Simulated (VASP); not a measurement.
# PbS (P-6m2) in VASP: further runs

Runs on PbS. Level: LDA. Tasks: single point.

Program: VASP 6.6.1. These are calculated values, not measurements. Logs are shortened: lines on timing, memory, paths and dates and some standing lists are left out, and cuts for length are marked.

## (1) The cell of the first run

It takes space group P-6m2 (No. 187, hexagonal). The conventional cell has a = 3.949 Å, b = 3.949 Å, c = 3.657 Å, α = 90.00°, β = 90.00°, γ = 120.00°. Within 3.8 Å of Pb (site symmetry -6m2) lie 6 S at 2.92 Å and 2 Pb at 3.66 Å. Within 3.8 Å of S (site symmetry -6m2) lie 6 Pb at 2.92 Å and 2 S at 3.66 Å.

## (2) Single point, LDA

INCAR reads:

```
SYSTEM = PbS
PREC = Accurate
ENCUT = 520
EDIFF = 1E-6
ISMEAR = -1
SIGMA = 0.05
LREAL = .FALSE.
LASPH = .TRUE.
NELM = 100
ALGO = Normal
ISIF = 2
LWAVE = .FALSE.
LCHARG = .FALSE.
GGA = CA
NBANDS = 17
```

KPOINTS reads:

```
Automatic mesh
0
G
  6 6 6
  0 0 0
```

POSCAR reads:

```
PbS
1.0
    3.9485600052      0.0000000000      0.0000000000
   -1.9742800026      3.4195529236      0.0000000000
    0.0000000000      0.0000000000      3.6574350256
Pb S
1 1
Direct
    0.0000000000      0.0000000000      0.0000000000
    0.6666666667      0.3333333333      0.5000000000
```

Potentials or basis: VASP PAW LDA potentials, release 64 (Pb_d, S).

Launch:

```console
> cat potpaw_LDA.64/Pb_d/POTCAR potpaw_LDA.64/S/POTCAR > POTCAR
> mpirun -np 1 vasp_std > vasp.out
```

OUTCAR:

```text
SYSTEM = PbS
   PREC = Accurate
   ENCUT = 520
   EDIFF = 1E-6
   ISMEAR = -1
   LREAL = .FALSE.
   LASPH = .TRUE.
   NELM = 100
   ISIF = 2
   GGA = CA

 ion  position               nearest neighbor table
   1  0.000  0.000  0.000-   2 2.92   2 2.92   2 2.92   2 2.92   2 2.92   2 2.92
   2  0.667  0.333  0.500-   1 2.92   1 2.92   1 2.92   1 2.92   1 2.92   1 2.92

  LATTYP: Found a hexagonal cell.
 ALAT       =     3.9485600052
 C/A-ratio  =     0.9262705950

  Lattice vectors:

 A1 = (   3.9485600052,   0.0000000000,   0.0000000000)
 A2 = (  -1.9742800026,   3.4195529236,   0.0000000000)
 A3 = (   0.0000000000,   0.0000000000,   3.6574350256)

Analysis of symmetry for initial positions (statically):
=====================================================================
 Subroutine PRICEL returns:
 Original cell was already a primitive cell.

 Routine SETGRP: Setting up the symmetry group for a
 hexagonal supercell.

 Subroutine GETGRP returns: Found 12 space group operations
 (whereof 12 operations were pure point group operations)
 out of a pool of 24 trial point group operations.

The static configuration has the point symmetry D_3h.

Analysis of symmetry for dynamics (positions and initial velocities):
=====================================================================
 Subroutine PRICEL returns:
 Original cell was already a primitive cell.

 Routine SETGRP: Setting up the symmetry group for a
 hexagonal supercell.

 Subroutine GETGRP returns: Found 12 space group operations
 (whereof 12 operations were pure point group operations)
 out of a pool of 24 trial point group operations.

The dynamic configuration has the point symmetry D_3h.

 Subroutine INISYM returns: Found 12 space group operations
 (whereof 12 operations are pure point group operations),
 and found     1 'primitive' translations

----------------------------------------------------------------------------------------

                                     Primitive cell

  volume of cell :      49.3838

  direct lattice vectors                    reciprocal lattice vectors
     3.948560005  0.000000000  0.000000000     0.253256883  0.146217945  0.000000000
    -1.974280003  3.419552924  0.000000000     0.000000000  0.292435889  0.000000000
     0.000000000  0.000000000  3.657435026     0.000000000  0.000000000  0.273415657

  length of vectors
     3.948560005  3.948559703  3.657435026     0.292435867  0.292435889  0.273415657

  position of ions in fractional coordinates (direct lattice)
     0.000000000  0.000000000  0.000000000
     0.666666667  0.333333333  0.500000000

  ion indices of the primitive-cell ions
   primitive index   ion index
                 1           1
                 2           2

----------------------------------------------------------------------------------------

 KPOINTS: Automatic mesh

Automatic generation of k-mesh.
 Grid dimensions read from file:
 generate k-points for:    6    6    6

 Generating k-lattice:

  Cartesian coordinates                     Fractional coordinates (reciprocal lattice)
     0.042209481  0.024369657  0.000000000     0.166666667 -0.000000000  0.000000000
     0.000000000  0.048739315  0.000000000     0.000000000  0.166666667  0.000000000
     0.000000000  0.000000000  0.045569276     0.000000000  0.000000000  0.166666667

  Length of vectors
     0.048739311  0.048739315  0.045569276

  Shift w.r.t. Gamma in fractional coordinates (k-lattice)
     0.000000000  0.000000000  0.000000000

 Subroutine IBZKPT returns following result:
 ===========================================

 Found     28 irreducible k-points:

 Following reciprocal coordinates:
            Coordinates               Weight
  0.000000  0.000000  0.000000      1.000000
  0.166667 -0.000000  0.000000      6.000000
  0.333333  0.000000  0.000000      6.000000
  0.500000 -0.000000  0.000000      3.000000
  0.166667  0.166667  0.000000      6.000000
  0.333333  0.166667  0.000000     12.000000
[... 16 lines left out ...]
  0.166667 -0.000000  0.500000      6.000000
  0.333333  0.000000  0.500000      6.000000
 [... further k-points ...]
   k-points           NKPTS =     28   k-points in BZ     NKDIM =     28   number of bands    NBANDS=     17
   number of dos      NEDOS =    301   number of ions     NIONS =      2
   total plane-waves  NPLWV =  25200
   dimension x,y,z NGX =    30 NGY =   30 NGZ =   28
   dimension x,y,z NGXF=    60 NGYF=   60 NGZF=   56
   ions per type =               1   1
   NGX,Y,Z   is equivalent  to a cutoff of  12.63, 12.63, 12.73 a.u.
   NGXF,Y,Z  is equivalent  to a cutoff of  25.26, 25.26, 25.45 a.u.
 SYSTEM =  PbS
   PREC   = accura    normal or accurate (medium, high low for compatibility)
   ISTART =      0    job   : 0-new  1-cont  2-samecut
   ICHARG =      2    charge: 1-file 2-atom 10-const
   ISPIN  =      1    spin polarized calculation?
   LNONCOLLINEAR =      F non collinear calculations
[... 26 lines left out ...]
  Fermi-wavevector in a.u.,A,eV,Ry     =   1.211221  2.288875 19.960501  1.467055
  Thomas-Fermi vector in A             =   2.346743
   LORBIT       =      0    0 simple, 1 ext, 2 COOP (PROOUT), +10 PAW based schemes
   GGA     = CA    functional components
   LHFCALC =     F    Hartree Fock is set to
   AEXX    =    0.0000 exact exchange contribution
   IVDW    =     0    specifies the selected vdW correction
   LEPSILON=     F    determine dielectric tensor
   LRPA    =     F    only Hartree local field effects (RPA)
 non-spin polarized calculation
  energy-cutoff  :      520.00
  volume of cell :       49.38
 maximum number of plane-waves:      1351
 NGX is ok and might be reduce to    30
   NGX = 15   NGY = 15   NGZ = 13

 number of electron      20.0000002 magnetization

 Free energy of the ion-electron system (eV)
  ---------------------------------------------------
  ext. energy  EPLUGINS =         0.00000000
  ---------------------------------------------------
  free energy    TOTEN  =        -9.74873755 eV

  energy without entropy =       -9.74709681  energy(sigma->0) =       -9.74791718

 E-fermi :   6.2767     XC(G=0): -10.2735

 val. band max:        5.7507183121   @ k =   0.1667   0.1667   0.1667
 cond. band min:       6.3984712252   @ k =   0.3333   0.1667   0.5000
 fundamental gap:      0.6477529130
 Fermi energy:         6.2767230662

 k-point     1 :       0.0000    0.0000    0.0000
  band No.  band energies     occupation
      1     -10.7348      2.00000
      2     -10.6767      2.00000
      3     -10.6767      2.00000
      4     -10.5589      2.00000
      5     -10.5589      2.00000
      6      -7.7401      2.00000
[... 9 lines left out ...]
     16      17.6339      0.00000
     17      17.6868      0.00000

 k-point     2 :       0.1667   -0.0000    0.0000
  band No.  band energies     occupation
      1     -10.7252      2.00000
      2     -10.6882      2.00000
      3     -10.6529      2.00000
      4     -10.5719      2.00000
      5     -10.5616      2.00000
      6      -7.4789      2.00000
[... 9 lines left out ...]
     16      16.5338      0.00000
     17      17.1812      0.00000

 k-point     3 :       0.3333    0.0000    0.0000
  band No.  band energies     occupation
      1     -10.7308      2.00000
      2     -10.6867      2.00000
      3     -10.6045      2.00000
      4     -10.5976      2.00000
      5     -10.5671      2.00000
      6      -6.8113      2.00000
[... 9 lines left out ...]
     16      16.9926      0.00000
     17      17.4210      0.00000

 k-point     4 :       0.5000   -0.0000    0.0000
  band No.  band energies     occupation
      1     -10.7432      2.00000
      2     -10.6765      2.00000
      3     -10.6103      2.00000
      4     -10.5801      2.00000
      5     -10.5698      2.00000
      6      -6.3326      2.00000
[... 9 lines left out ...]
     16      17.6646      0.00000
     17      17.7095      0.00000
[... 343 lines left out ...]
      1     -10.6624      2.00000
      2     -10.6624      2.00000
      3     -10.6294      2.00000
      4     -10.6294      2.00000
      5     -10.5626      2.00000
      6      -6.3454      2.00000
[... 9 lines left out ...]
     16      15.0272      0.00000
     17      15.0273      0.00000

 k-point    23 :       0.1667   -0.0000    0.5000
  band No.  band energies     occupation
      1     -10.6697      2.00000
      2     -10.6684      2.00000
      3     -10.6403      2.00000
      4     -10.6344      2.00000
      5     -10.5459      2.00000
      6      -6.1440      2.00000
[... 9 lines left out ...]
     16      14.9632      0.00000
     17      16.2985      0.00000

 k-point    24 :       0.3333    0.0000    0.5000
  band No.  band energies     occupation
      1     -10.7443      2.00000
      2     -10.6837      2.00000
      3     -10.6443      2.00000
      4     -10.5956      2.00000
      5     -10.5104      2.00000
      6      -5.7053      2.00000
[... 9 lines left out ...]
     16      16.8124      0.00000
     17      18.9012      0.00000

 [... further k-points ...]

------------------------ aborting loop because EDIFF is reached ----------------------------------------

  FORCE on cell =-STRESS in cart. coord.  units (eV):
  Direction    XX          YY          ZZ          XY          YZ          ZX
  --------------------------------------------------------------------------------------
  -------------------------------------------------------------------------------------
  Total        0.1981970      0.1981969      0.8030163      0.0000000      0.0000000      0.0000000
  in kB        6.4301772      6.4301759     26.0525495      0.0000000      0.0000000      0.0000000
  external PRESSURE =      12.9709675 kB  Pullay stress =       0.0000000 kB

 VOLUME and BASIS-vectors are now :
 -----------------------------------------------------------------------------
  energy-cutoff  :      520.00
  volume of cell :       49.38
      direct lattice vectors                 reciprocal lattice vectors
     3.948560005  0.000000000  0.000000000     0.253256883  0.146217945  0.000000000
    -1.974280003  3.419552924  0.000000000     0.000000000  0.292435889  0.000000000
     0.000000000  0.000000000  3.657435026     0.000000000  0.000000000  0.273415657

 POSITION                                       TOTAL-FORCE (eV/Angst)
 -----------------------------------------------------------------------------------
      0.00000      0.00000      0.00000        -0.000000      0.000000      0.000000
      1.97428      1.13985      1.82872         0.000000     -0.000000      0.000000
 -----------------------------------------------------------------------------------
    total drift:                               -0.000000      0.000000      0.000000

  FREE ENERGIE OF THE ION-ELECTRON SYSTEM (eV)
  ---------------------------------------------------
  free  energy   TOTEN  =        -9.7487375462 eV

  energy  without entropy=       -9.7470968078  energy(sigma->0) =       -9.74791718
```

Wall time 11 s (1 thread of Intel Xeon Platinum 8559C (Emerald Rapids), shared host); peak memory 0.15 GiB.

What came out:

```yaml
Free_energy: -9.7487 eV
Pressure: 1.3 GPa
Band_gap_on_the_k_mesh: zero (band 10 reaches 6.55 eV, above the bottom of band 11 at 5.36 eV)
```

Levels at points of the mesh, in eV from the Fermi level:
```csv
k point,band 6,band 7,band 8,band 9,band 10,band 11,band 12,band 13,band 14,band 15
"(0.00, 0.00, 0.00)",-14.02,-6.29,-2.64,-2.06,-2.06,3.34,3.34,4.84,6.99,7.00
"(0.50, 0.00, 0.00)",-12.61,-9.04,-3.27,-2.04,-1.48,1.95,3.91,5.07,5.63,11.08
"(0.00, 0.00, 0.50)",-12.62,-9.66,-1.41,-1.41,0.18,0.75,3.95,3.95,8.02,8.02
"(0.50, 0.00, 0.50)",-11.74,-7.68,-4.84,-4.74,-1.76,1.89,2.54,2.71,8.42,11.21
```

Caveat: spin-orbit coupling is left out, which moves the levels of the heavy elements.

## (3) Single point, LDA

This run uses another cell than the first one, of 25.38 Å³/atom, 1.028 times its volume.

INCAR reads:

```
SYSTEM = PbS
ALGO = Normal
EDIFF = 1E-7
ENCUT = 520
ISIF = 2
ISMEAR = -1
LASPH = .TRUE.
LCHARG = .FALSE.
LREAL = .FALSE.
LWAVE = .FALSE.
NBANDS = 17
NELM = 100
PREC = Accurate
SIGMA = 0.05
```

KPOINTS reads:

```
k-points
0
G
  6 6 6
  0 0 0
```

POSCAR reads:

```
PbS
1.0
    3.9847873500      0.0000000000      0.0000000000
   -1.9923936750      3.4509267213      0.0000000000
    0.0000000000      0.0000000000      3.6909913498
Pb S
1 1
Direct
    0.0000000000      0.0000000000      0.0000000000
    0.6666666667      0.3333333333      0.5000000000
```

Potentials or basis: VASP PAW LDA potentials, release 64 (Pb_d, S).

Launch:

```console
> cat potpaw_LDA.64/Pb_d/POTCAR potpaw_LDA.64/S/POTCAR > POTCAR
> mpirun -np 1 vasp_std > vasp.out
```

It took 12 s on 1 thread of Intel Xeon Platinum 8559C (Emerald Rapids), shared host; peak memory 0.15 GiB.

Results (log left out):

* Free energy: -9.7528 eV
* Pressure: -0.5 GPa
* Band gap on the k mesh: zero (band 10 reaches 6.15 eV, above the bottom of band 11 at 5.12 eV)

Stress tensor (GPa, compression positive):
```
-0.89  0.00  0.00
 0.00 -0.89  0.00
 0.00  0.00  0.36
```

Levels at points of the mesh, in eV from the Fermi level:
```csv
k point,band 8,band 9,band 10,band 11,band 12,band 13
"(0.00, 0.00, 0.00)",-2.59,-2.03,-2.03,3.27,3.27,4.86
"(0.50, 0.00, 0.00)",-3.19,-2.07,-1.47,1.85,3.82,5.06
"(0.00, 0.00, 0.50)",-1.39,-1.39,0.06,0.68,3.83,3.83
"(0.50, 0.00, 0.50)",-4.72,-4.64,-1.74,1.86,2.52,2.63
```

Caveat: spin-orbit coupling is left out, which moves the levels of the heavy elements.

## (4) Single point, LDA

This run uses another cell than the first one, of 26.06 Å³/atom, 1.056 times its volume.

INCAR reads:

```
SYSTEM = PbS
  PREC = Accurate
  ENCUT = 520
  EDIFF = 1E-6
  ISMEAR = -1
  SIGMA = 0.05
  LREAL = .FALSE.
  LASPH = .TRUE.
  NELM = 100
  ALGO = Normal
  ISIF = 2
  LWAVE = .FALSE.
  LCHARG = .FALSE.
  GGA = CA
  NBANDS = 17
```

KPOINTS reads:

```
Automatic mesh
0
G
  6 6 6
  0 0 0
```

POSCAR reads:

```
PbS
1.0
    4.0203676911      0.0000000000      0.0000000000
   -2.0101838456      3.4817401974      0.0000000000
    0.0000000000      0.0000000000      3.7239483735
Pb S
1 1
Direct
    0.0000000000      0.0000000000      0.0000000000
    0.6666666667      0.3333333333      0.5000000000
```

Launch:

```console
> cat potpaw_LDA.64/Pb_d/POTCAR potpaw_LDA.64/S/POTCAR > POTCAR
> mpirun -np 1 vasp_std > vasp.out
```

It took 11 s on 1 thread of Intel Xeon Platinum 8559C (Emerald Rapids), shared host; peak memory 0.15 GiB.

It converged, with:

```
Free energy            : -9.7428 eV
Pressure               : -2.0 GPa
Band gap on the k mesh : zero (band 10 reaches 5.77 eV, above the bottom of band 11 at 4.90 eV)
```

Stress tensor (GPa, compression positive):
```
-2.18  0.00  0.00
 0.00 -2.18  0.00
 0.00  0.00 -1.59
```

Levels at points of the mesh, in eV from the Fermi level:
```csv
k point,band 8,band 9,band 10,band 11,band 12,band 13
"(0.00, 0.00, 0.00)",-2.49,-1.96,-1.96,3.25,3.25,4.92
"(0.50, 0.00, 0.00)",-3.07,-2.05,-1.41,1.80,3.77,5.10
"(0.00, 0.00, 0.50)",-1.33,-1.33,0.00,0.65,3.75,3.75
"(0.50, 0.00, 0.50)",-4.56,-4.49,-1.67,1.86,2.53,2.59
```

Caveat: spin-orbit coupling is left out, which moves the levels of the heavy elements.

## (5) Single point, LDA

This run uses another cell than the first one, of 26.75 Å³/atom, 1.083 times its volume.

INCAR reads:

```
  ALGO = Normal
  EDIFF = 1E-7
  ENCUT = 520
  ISIF = 2
  ISMEAR = -1
  LASPH = T
  LCHARG = F
  LREAL = F
  LWAVE = F
  NBANDS = 17
  NELM = 100
  PREC = Accurate
  SIGMA = 0.05
```

KPOINTS reads:

```
k-points
0
Gamma
  6 6 6
```

POSCAR reads:

```
PbS
1.0
    4.0553291650      0.0000000000      0.0000000000
   -2.0276645825      3.5120177188      0.0000000000
    0.0000000000      0.0000000000      3.7563321588
Pb S
1 1
Direct
    0.0000000000      0.0000000000      0.0000000000
    0.6666666667      0.3333333333      0.5000000000
```

Launch:

```console
> cat potpaw_LDA.64/Pb_d/POTCAR potpaw_LDA.64/S/POTCAR > POTCAR
> mpirun -np 1 vasp_std > vasp.out
```

Run time: 12 s. Hardware: 1 thread of Intel Xeon Platinum 8559C (Emerald Rapids), shared host; peak memory 0.15 GiB.

Results (log left out):

| Property | Result |
| --- | --- |
| Free energy | -9.7207 eV |
| Pressure | -3.3 GPa |
| Band gap on the k mesh | zero (band 10 reaches 5.42 eV, above the bottom of band 11 at 4.69 eV) |

Levels at points of the mesh, in eV from the Fermi level:
| k point | band 8 | band 9 | band 10 | band 11 | band 12 | band 13 |
| --- | --- | --- | --- | --- | --- | --- |
| (0.00, 0.00, 0.00) | -2.36 | -1.84 | -1.84 | 3.27 | 3.27 | 5.02 |
| (0.50, 0.00, 0.00) | -2.92 | -1.99 | -1.32 | 1.79 | 3.76 | 5.17 |
| (0.00, 0.00, 0.50) | -1.23 | -1.23 | -0.03 | 0.66 | 3.72 | 3.72 |
| (0.50, 0.00, 0.50) | -4.36 | -4.31 | -1.57 | 1.91 | 2.58 | 2.60 |

Caveat: spin-orbit coupling is left out, which moves the levels of the heavy elements.

## (6) Single point, LDA

This run uses another cell than the first one, of 27.44 Å³/atom, 1.111 times its volume.

INCAR reads:

```
SYSTEM = PbS
ALGO = Normal
EDIFF = 1E-7
ENCUT = 520
GGA = CA
ISIF = 2
ISMEAR = -1
LASPH = .True.
LCHARG = .False.
LREAL = .False.
LWAVE = .False.
NBANDS = 17
NELM = 100
PREC = Accurate
SIGMA = 0.05
```

KPOINTS reads:

```
k-points
0
Gamma
  6 6 6
  0 0 0
```

POSCAR reads:

```
PbS
1.0
    4.0896980000      0.0000000000      0.0000000000
   -2.0448490000      3.5417820000      0.0000000000
    0.0000000000      0.0000000000      3.7881670000
Pb S
1 1
Direct
    0.0000000000      0.0000000000      0.0000000000
    0.6666666667      0.3333333333      0.5000000000
```

Potentials or basis: VASP PAW LDA potentials, release 64 (Pb_d, S).

Launch:

```console
> cat potpaw_LDA.64/Pb_d/POTCAR potpaw_LDA.64/S/POTCAR > POTCAR
> mpirun -np 1 vasp_std > vasp.out
```

Run time: 12 s. Hardware: 1 thread of Intel Xeon Platinum 8559C (Emerald Rapids), shared host; peak memory 0.16 GiB.

Results (log left out):

```yaml
Free_energy: -9.6878 eV
Pressure: -4.5 GPa
Band_gap_on_the_k_mesh: zero (band 10 reaches 5.08 eV, above the bottom of band 11 at 4.49 eV)
```

Stress tensor (GPa, compression positive):
```
-4.34  0.00  0.00
 0.00 -4.34  0.00
 0.00  0.00 -4.75
```

Levels at points of the mesh, in eV from the Fermi level:
```tsv
k point	band 8	band 9	band 10	band 11	band 12	band 13
(0.00, 0.00, 0.00)	-2.22	-1.72	-1.72	3.30	3.30	5.13
(0.50, 0.00, 0.00)	-2.76	-1.91	-1.21	1.79	3.76	5.11
(0.00, 0.00, 0.50)	-1.13	-1.13	-0.03	0.69	3.70	3.70
(0.50, 0.00, 0.50)	-4.16	-4.13	-1.46	1.97	2.62	2.64
```

Caveat: spin-orbit coupling is left out, which moves the levels of the heavy elements.

## (7) Summary

| cell | gap on the mesh (eV) | pressure (GPa) |
| --- | --- | --- |
| a = 3.949, b = 3.949, c = 3.657 Å, angles 90.0, 90.0, 120.0°, 2 atoms | none | 1.3 |
| a = 3.985, b = 3.985, c = 3.691 Å, angles 90.0, 90.0, 120.0°, 2 atoms | none | -0.5 |
| a = 4.020, b = 4.020, c = 3.724 Å, angles 90.0, 90.0, 120.0°, 2 atoms | none | -2.0 |
| a = 4.055, b = 4.055, c = 3.756 Å, angles 90.0, 90.0, 120.0°, 2 atoms | none | -3.3 |
| a = 4.090, b = 4.090, c = 3.788 Å, angles 90.0, 90.0, 120.0°, 2 atoms | none | -4.5 |

Alike in all rows: task single point; level LDA; potentials or basis VASP PAW LDA potentials, release 64 (Pb_d, S); no spin polarisation; k mesh 6 × 6 × 6; cutoff (eV) 520; smearing fermi-dirac 0.05 eV.

Caveats: spin-orbit coupling is left out, which moves the levels of the heavy elements.

Absolute energies hang on the potentials; compare differences alone.
